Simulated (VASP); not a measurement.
# GaCo (Pm-3m) in VASP: further runs, part 2 of 2

VASP 6.6.1. The steps go on from the part before.

## 4. Single point, r2SCAN+U, collinear spin, ferromagnetic start

This run uses another cell than the first one, of 11.44 Å³/atom.

POSCAR

```
GaCo
1.0
    2.8391033400      0.0000000000      0.0000000000
    0.0000000000      2.8391033400      0.0000000000
    0.0000000000      0.0000000000      2.8391033400
Ga Co
1 1
Direct
    0.5000000000      0.5000000000      0.5000000000
    0.0000000000      0.0000000000      0.0000000000
```

INCAR.step1

```
  ALGO = Normal
  EDIFF = 1E-5
  ENCUT = 660
  GGA = PE
  GGA_COMPAT = False
  ISMEAR = -5
  ISPIN = 2
  LASPH = True
  LCHARG = False
  LDAU = True
  LDAUJ = 0 0
  LDAUL = -1 2
  LDAUTYPE = 2
  LDAUU = 0 6.2
  LMAXMIX = 4
  LREAL = False
  LWAVE = True
  MAGMOM = 0 2
  NBANDS = 26
  NELM = 200
  PREC = Accurate
  SIGMA = 0.1
```

INCAR.step2

```
  ALGO = Normal
  EDIFF = 1E-6
  ENCUT = 660
  GGA_COMPAT = False
  ISIF = 2
  ISMEAR = -5
  ISPIN = 2
  ISTART = 1
  LASPH = True
  LCHARG = True
  LDAU = True
  LDAUJ = 0 0
  LDAUL = -1 2
  LDAUPRINT = 1
  LDAUTYPE = 2
  LDAUU = 0 6.2
  LELF = True
  LMAXMIX = 4
  LMIXTAU = True
  LORBIT = 11
  LREAL = False
  LVHAR = True
  LWAVE = False
  MAGMOM = 0 2
  METAGGA = R2SCAN
  NBANDS = 26
  NELM = 200
  PREC = Accurate
  SIGMA = 0.1
```

KPOINTS

```
k-points
0
Gamma
  9 9 9
```

Potentials or basis: VASP PAW PBE potentials, release 64 (Ga_d, Co_sv).

Started as:

```console
$ cat potpaw_PBE.64/Ga_d/POTCAR potpaw_PBE.64/Co_sv/POTCAR > POTCAR
$ cp INCAR.step1 INCAR
$ mpirun -np 1 vasp_std > vasp.out
$ cp INCAR.step2 INCAR
$ mpirun -np 1 vasp_std > vasp.out
```

OUTCAR:

```text
EDIFF = 1E-6
   ENCUT = 660
   ISIF = 2
   ISMEAR = -5
   ISPIN = 2
   ISTART = 1
   LASPH = True
   LORBIT = 11
   LREAL = False
   METAGGA = R2SCAN
   NELM = 200
   PREC = Accurate

 ion  position               nearest neighbor table
   1  0.500  0.500  0.500-   2 2.46   2 2.46   2 2.46   2 2.46   2 2.46   2 2.46   2 2.46   2 2.46

   2  0.000  0.000  0.000-   1 2.46   1 2.46   1 2.46   1 2.46   1 2.46   1 2.46   1 2.46   1 2.46

  LATTYP: Found a simple cubic cell.
 ALAT       =     2.8391033400

  Lattice vectors:

 A1 = (   2.8391033400,   0.0000000000,   0.0000000000)
 A2 = (   0.0000000000,   2.8391033400,   0.0000000000)
 A3 = (   0.0000000000,   0.0000000000,   2.8391033400)

Analysis of symmetry for initial positions (statically):
=====================================================================
 Subroutine PRICEL returns:
 Original cell was already a primitive cell.

 Routine SETGRP: Setting up the symmetry group for a
 simple cubic supercell.

 Subroutine GETGRP returns: Found 48 space group operations
 (whereof 48 operations were pure point group operations)
 out of a pool of 48 trial point group operations.

The static configuration has the point symmetry O_h .

Analysis of symmetry for dynamics (positions and initial velocities):
=====================================================================
 Subroutine PRICEL returns:
 Original cell was already a primitive cell.

 Routine SETGRP: Setting up the symmetry group for a
 simple cubic supercell.

 Subroutine GETGRP returns: Found 48 space group operations
 (whereof 48 operations were pure point group operations)
 out of a pool of 48 trial point group operations.

[... 188 lines left out ...]
  o =  0.8566  v =  0.0000 -0.4571  0.0000 -0.8894  0.0000  0.0000  0.0000  0.0000  0.0000  0.0000      0.0000  0.0000  0.0000  0.0000  0.0000  0.0000  0.0000  0.0000  0.0000  0.0000
  o =  0.9129  v =  0.0000 -0.0000  0.0222  0.0000 -0.9998  0.0000  0.0000  0.0000  0.0000  0.0000      0.0000  0.0000  0.0000  0.0000  0.0000  0.0000  0.0000  0.0000  0.0000  0.0000
  o =  0.9129  v =  0.0000  0.0000 -0.9998 -0.0000 -0.0222  0.0000  0.0000  0.0000  0.0000  0.0000      0.0000  0.0000  0.0000  0.0000  0.0000  0.0000  0.0000  0.0000  0.0000  0.0000

 number of electron      29.9999986 magnetization       1.7704140

 Free energy of the ion-electron system (eV)
  ---------------------------------------------------
  ext. energy  EPLUGINS =         0.00000000
  ---------------------------------------------------
  free energy    TOTEN  =       -20.24588463 eV

  energy without entropy =      -20.24588463  energy(sigma->0) =      -20.24588463

 E-fermi :  12.1301     XC(G=0): -15.0220

 val. band max:       13.0386461228   @ k =   0.3333   0.3333   0.3333
 cond. band min:      11.9799711872   @ k =   0.3333   0.3333   0.1111
 fundamental gap:     -1.0586749355
 Fermi energy:        12.1300611081

 spin component 1

 k-point     1 :       0.0000    0.0000    0.0000
  band No.  band energies     occupation
      1     -88.1350      1.00000
      2     -50.0424      1.00000
      3     -50.0424      1.00000
      4     -50.0424      1.00000
      5      -4.5407      1.00000
      6      -4.5407      1.00000
[... 1385 lines left out ...]
     25      36.3737      0.00000
     26      38.1659      0.00000

 [... further k-points ...]

------------------------ aborting loop because EDIFF is reached ----------------------------------------

  FORCE on cell =-STRESS in cart. coord.  units (eV):
  Direction    XX          YY          ZZ          XY          YZ          ZX
  --------------------------------------------------------------------------------------
  -------------------------------------------------------------------------------------
  Total        4.5868171      4.5868171      4.5868171     -0.0000000      0.0000000      0.0000000
  in kB      321.1281713    321.1281713    321.1281713     -0.0000000      0.0000000      0.0000000
  external PRESSURE =     321.1281713 kB  Pullay stress =       0.0000000 kB

 VOLUME and BASIS-vectors are now :
 -----------------------------------------------------------------------------
  energy-cutoff  :      660.00
  volume of cell :       22.88
      direct lattice vectors                 reciprocal lattice vectors
     2.839103340  0.000000000  0.000000000     0.352223882  0.000000000  0.000000000
     0.000000000  2.839103340  0.000000000     0.000000000  0.352223882  0.000000000
     0.000000000  0.000000000  2.839103340     0.000000000  0.000000000  0.352223882

 POSITION                                       TOTAL-FORCE (eV/Angst)
 -----------------------------------------------------------------------------------
      1.41955      1.41955      1.41955         0.000000      0.000000      0.000000
      0.00000      0.00000      0.00000         0.000000      0.000000      0.000000
 -----------------------------------------------------------------------------------
    total drift:                                0.000000      0.000000     -0.000000

  FREE ENERGIE OF THE ION-ELECTRON SYSTEM (eV)
  ---------------------------------------------------
  free  energy   TOTEN  =       -20.2458846289 eV

  energy  without entropy=      -20.2458846289  energy(sigma->0) =      -20.24588463

 total charge

# of ion       s       p       d       tot
------------------------------------------
    1        0.832   1.006  10.068  11.905
    2        2.212   6.134   6.958  15.303
--------------------------------------------------
tot          3.044   7.139  17.025  27.208

 magnetization (x)

# of ion       s       p       d       tot
------------------------------------------
    1       -0.010  -0.033  -0.019  -0.062
    2        0.004   0.007   1.794   1.805
--------------------------------------------------
tot         -0.006  -0.027   1.775   1.743
```

OUTCAR.step1:

```text
EDIFF = 1E-5
   ENCUT = 660
   GGA = PE
   ISMEAR = -5
   ISPIN = 2
[... 1642 lines left out ...]
      1.41955      1.41955      1.41955         0.000000      0.000000      0.000000
      0.00000      0.00000      0.00000         0.000000      0.000000      0.000000
 -----------------------------------------------------------------------------------
    total drift:                                0.000000      0.000000     -0.000000

  FREE ENERGIE OF THE ION-ELECTRON SYSTEM (eV)
  ---------------------------------------------------
  free  energy   TOTEN  =        -4.8690630929 eV

  energy  without entropy=       -4.8690630929  energy(sigma->0) =       -4.86906309
```

Wall time 1.7 min (1 thread of AMD EPYC 9R45 (Zen 5), shared host); peak memory 0.16 GiB.

What came out:

```yaml
Free_energy: -20.2459 eV
Pressure: 32.1 GPa
Net_moment: 1.77 μB per cell
Site_moments: Ga -0.06; Co +1.80 μB
Valence_electrons_inside_the_program's_atomic_spheres: Ga 11.90; Co 15.30
```

Levels at points of the mesh, in eV from the Fermi level:
Spin up:
| k point | band 12 | band 13 | band 14 | band 15 | band 16 | band 17 | band 18 | band 19 | band 20 | band 21 |
| --- | --- | --- | --- | --- | --- | --- | --- | --- | --- | --- |
| (0.00, 0.00, 0.00) | -7.36 | -4.42 | -4.42 | -4.42 | 4.55 | 4.55 | 4.55 | 9.54 | 9.54 | 12.81 |
Spin down:
```tsv
k point	band 12	band 13	band 14	band 15	band 16	band 17
(0.00, 0.00, 0.00)	-3.21	-3.21	0.24	0.25	4.53	4.53
```

Eigenvalues of the final occupation matrices:
```
    site  spin  trace               eigenvalues
site 2 d     1   4.40  0.86 0.86 0.86 0.91 0.91
site 2 d     2   2.60  0.06 0.06 0.83 0.83 0.83
```

Caveat: the cell stands under pressure; the PAW data sets were made with another functional, which shifts forces and pressure a little; the U is typed as a test and isn't derived for this compound; tetrahedron occupations give inexact forces and stress in metals.

## 5. Single point, revPBE+U, collinear spin, ferromagnetic start

This run uses another cell than the first one, of 13.98 Å³/atom.

INCAR

```
SYSTEM = GaCo
ALGO = Fast ; EDIFF = 1E-6
ENCUT = 520 ; GGA = RE
ISIF = 2 ; ISMEAR = 1
ISPIN = 2 ; LASPH = .TRUE.
LCHARG = .FALSE. ; LDAU = .TRUE.
LDAUJ = 0 0 ; LDAUL = -1 2
LDAUPRINT = 1 ; LDAUTYPE = 2
LDAUU = 0 3.5 ; LMAXMIX = 4
LORBIT = 11 ; LREAL = .FALSE.
LWAVE = .FALSE. ; MAGMOM = 0 0.43
NBANDS = 22 ; NELM = 150
PREC = Accurate ; SIGMA = 0.2
```

KPOINTS

```
k-points
0
G
  9 9 9
  0 0 0
```

POSCAR

```
GaCo
1.0
    3.0354099952      0.0000000000      0.0000000000
    0.0000000000      3.0354099952      0.0000000000
    0.0000000000      0.0000000000      3.0354099952
Ga Co
1 1
Direct
    0.5000000000      0.5000000000      0.5000000000
    0.0000000000      0.0000000000      0.0000000000
```

Potentials or basis: VASP PAW PBE potentials, release 64 (Ga_d, Co).

Started as:

```console
$ cat potpaw_PBE.64/Ga_d/POTCAR potpaw_PBE.64/Co/POTCAR > POTCAR
$ mpirun -np 1 vasp_std > vasp.out
```

OUTCAR:

```text
SYSTEM = GaCo
   EDIFF = 1E-6
   ENCUT = 520
   GGA = RE
   ISIF = 2
   ISMEAR = 1
   ISPIN = 2
   LASPH = .TRUE.
   LORBIT = 11
   LREAL = .FALSE.
   NELM = 150
   PREC = Accurate

 ion  position               nearest neighbor table
   1  0.500  0.500  0.500-   2 2.63   2 2.63   2 2.63   2 2.63   2 2.63   2 2.63   2 2.63   2 2.63

   2  0.000  0.000  0.000-   1 2.63   1 2.63   1 2.63   1 2.63   1 2.63   1 2.63   1 2.63   1 2.63

  LATTYP: Found a simple cubic cell.
 ALAT       =     3.0354099952

  Lattice vectors:

 A1 = (   3.0354099952,   0.0000000000,   0.0000000000)
 A2 = (   0.0000000000,   3.0354099952,   0.0000000000)
 A3 = (   0.0000000000,   0.0000000000,   3.0354099952)

Analysis of symmetry for initial positions (statically):
=====================================================================
 Subroutine PRICEL returns:
 Original cell was already a primitive cell.

 Routine SETGRP: Setting up the symmetry group for a
 simple cubic supercell.

 Subroutine GETGRP returns: Found 48 space group operations
 (whereof 48 operations were pure point group operations)
 out of a pool of 48 trial point group operations.

The static configuration has the point symmetry O_h .

Analysis of symmetry for dynamics (positions and initial velocities):
=====================================================================
 Subroutine PRICEL returns:
 Original cell was already a primitive cell.

 Routine SETGRP: Setting up the symmetry group for a
 simple cubic supercell.

 Subroutine GETGRP returns: Found 48 space group operations
 (whereof 48 operations were pure point group operations)
 out of a pool of 48 trial point group operations.

[... 188 lines left out ...]
  o =  0.9333  v =  0.0000  0.0000 -0.9871  0.0000  0.1602  0.0000  0.0000  0.0000  0.0000  0.0000      0.0000  0.0000  0.0000  0.0000  0.0000  0.0000  0.0000  0.0000  0.0000  0.0000
  o =  0.9333  v =  0.0000 -0.0000  0.1602  0.0000  0.9871  0.0000  0.0000  0.0000  0.0000  0.0000      0.0000  0.0000  0.0000  0.0000  0.0000  0.0000  0.0000  0.0000  0.0000  0.0000

 number of electron      22.0000022 magnetization       1.4822046

 Free energy of the ion-electron system (eV)
  ---------------------------------------------------
  ext. energy  EPLUGINS =         0.00000000
  ---------------------------------------------------
  free energy    TOTEN  =        -6.80934730 eV

  energy without entropy =       -6.81219919  energy(sigma->0) =       -6.81029793

 E-fermi :   8.2943     XC(G=0): -12.1592

 val. band max:        8.2841744644   @ k =   0.3333   0.2222   0.0000
 cond. band min:       8.3799247899   @ k =   0.3333   0.2222   0.1111
 fundamental gap:      0.0957503255
 Fermi energy:         8.2943182701

 spin component 1

 k-point     1 :       0.0000    0.0000    0.0000
  band No.  band energies     occupation
      1      -6.8882      1.00000
      2      -6.8882      1.00000
      3      -6.6669      1.00000
      4      -6.6669      1.00000
      5      -6.6669      1.00000
      6      -2.8606      1.00000
[... 1193 lines left out ...]
     21      29.0187      0.00000
     22      30.8016      0.00000

 [... further k-points ...]

------------------------ aborting loop because EDIFF is reached ----------------------------------------

  FORCE on cell =-STRESS in cart. coord.  units (eV):
  Direction    XX          YY          ZZ          XY          YZ          ZX
  --------------------------------------------------------------------------------------
  -------------------------------------------------------------------------------------
  Total       -0.2983943     -0.2983943     -0.2983943     -0.0000000      0.0000000     -0.0000000
  in kB      -17.0942111    -17.0942111    -17.0942111     -0.0000000      0.0000000     -0.0000000
  external PRESSURE =     -17.0942111 kB  Pullay stress =       0.0000000 kB

 VOLUME and BASIS-vectors are now :
 -----------------------------------------------------------------------------
  energy-cutoff  :      520.00
  volume of cell :       27.97
      direct lattice vectors                 reciprocal lattice vectors
     3.035409995  0.000000000  0.000000000     0.329444787  0.000000000  0.000000000
     0.000000000  3.035409995  0.000000000     0.000000000  0.329444787  0.000000000
     0.000000000  0.000000000  3.035409995     0.000000000  0.000000000  0.329444787

 POSITION                                       TOTAL-FORCE (eV/Angst)
 -----------------------------------------------------------------------------------
      1.51770      1.51770      1.51770         0.000000      0.000000      0.000000
      0.00000      0.00000      0.00000         0.000000      0.000000      0.000000
 -----------------------------------------------------------------------------------
    total drift:                                0.000000      0.000000     -0.000000

  FREE ENERGIE OF THE ION-ELECTRON SYSTEM (eV)
  ---------------------------------------------------
  free  energy   TOTEN  =        -6.8093473028 eV

  energy  without entropy=       -6.8121991921  energy(sigma->0) =       -6.81029793

 total charge

# of ion       s       p       d       tot
------------------------------------------
    1        0.862   0.764  10.000  11.626
    2        0.368   0.371   7.390   8.130
--------------------------------------------------
tot          1.230   1.135  17.391  19.756

 magnetization (x)

# of ion       s       p       d       tot
------------------------------------------
    1       -0.014  -0.051  -0.016  -0.081
    2        0.003  -0.009   1.628   1.622
--------------------------------------------------
tot         -0.010  -0.060   1.611   1.541
```

OSZICAR:

```text
N       E                     dE             d eps       ncg     rms          rms(c)
DAV:   1     0.124680072713E+03    0.12468E+03   -0.96508E+03  3460   0.169E+03
DAV:   2     0.424705618464E+01   -0.12043E+03   -0.11311E+03  3158   0.319E+02
DAV:   3    -0.655342930711E+01   -0.10800E+02   -0.10610E+02  3452   0.805E+01
[... 11 lines left out ...]
RMM:  15    -0.680908693532E+01   -0.29042E-03   -0.32050E-04  4652   0.147E-01    0.625E-02
RMM:  16    -0.680934013005E+01   -0.25319E-03   -0.67128E-05  4704   0.621E-02    0.168E-02
RMM:  17    -0.680931584689E+01    0.24283E-04   -0.23624E-05  4743   0.322E-02    0.485E-02
RMM:  18    -0.680934680626E+01   -0.30959E-04   -0.13188E-05  4323   0.246E-02    0.421E-03
RMM:  19    -0.680934730283E+01   -0.49657E-06   -0.50116E-06  3913   0.121E-02
   1 F= -.68093473E+01 E0= -.68102979E+01  d E =0.285189E-02  mag=     1.4820
```

stdout:

```text
POSCAR found type information on POSCAR GaCo
 POSCAR found :  2 types and       2 ions
 scaLAPACK will be used
 -----------------------------------------------------------------------------
|                                                                             |
|                                                                             |
|     You enforced a specific xc type in the INCAR file but a different       |
|     I HOPE YOU KNOW WHAT YOU ARE DOING!                                     |
|                                                                             |
 -----------------------------------------------------------------------------

 LDA part: xc-table for (Slater+PW92), standard interpolation
 POSCAR, INCAR and KPOINTS ok, starting setup
 FFT: planning ... GRIDC
 FFT: planning ... GRID_SOFT
 FFT: planning ... GRID
 WAVECAR not read
 entering main loop
```

It took 46 s on 1 thread of Intel Xeon 8259CL, shared host; peak memory 0.17 GiB.

What came out:

```yaml
Free_energy: -6.8093 eV
Pressure: -1.7 GPa
Net_moment: 1.48 μB per cell
Site_moments: Ga -0.08; Co +1.62 μB
Valence_electrons_inside_the_program's_atomic_spheres: Ga 11.63; Co 8.13
```

Eigenvalues of the final occupation matrices:
```
    site  spin  trace               eigenvalues
site 2 d     1   4.52  0.89 0.89 0.89 0.93 0.93
site 2 d     2   2.89  0.16 0.16 0.86 0.86 0.86
```

Caveat: the PAW data sets were made with another functional, which shifts forces and pressure a little; the U is typed as a test and isn't derived for this compound.

## 6. The runs side by side

```csv
level,potentials or basis,U,cell,cutoff (eV),smearing,gap on the mesh (eV),pressure (GPa),moment (μB)
r2SCAN+U,"VASP PAW PBE potentials, release 64 (Ga_d, Co_sv)",Co d U = 6.2 eV,"a = 2.934 Å, 2 atoms",660,tetrahedron,none,14.7,1.92
r2SCAN+U,"VASP PAW PBE potentials, release 64 (Ga_d, Co_sv)",Co d U = 6.2 eV,"a = 2.859 Å, 2 atoms",660,tetrahedron,none,27.2,1.79
r2SCAN+U,"VASP PAW PBE potentials, release 64 (Ga_d, Co_sv)",Co d U = 6.2 eV,"a = 2.839 Å, 2 atoms",660,tetrahedron,none,32.1,1.77
revPBE+U,"VASP PAW PBE potentials, release 64 (Ga_d, Co)",Co d U = 3.5 eV,"a = 3.035 Å, 2 atoms",520,methfessel-paxton 0.2 eV,none,-1.7,1.48
```

Alike in all rows: task single point; spin collinear, ferromagnetic start; k mesh 9 × 9 × 9.

Caveats: the PAW data sets were made with another functional, which shifts forces and pressure a little; the U is typed as a test and isn't derived for this compound; the cell stands under pressure (at least some runs); tetrahedron occupations give inexact forces and stress in metals (at least some runs).

Absolute energies hang on the potentials; compare differences alone.
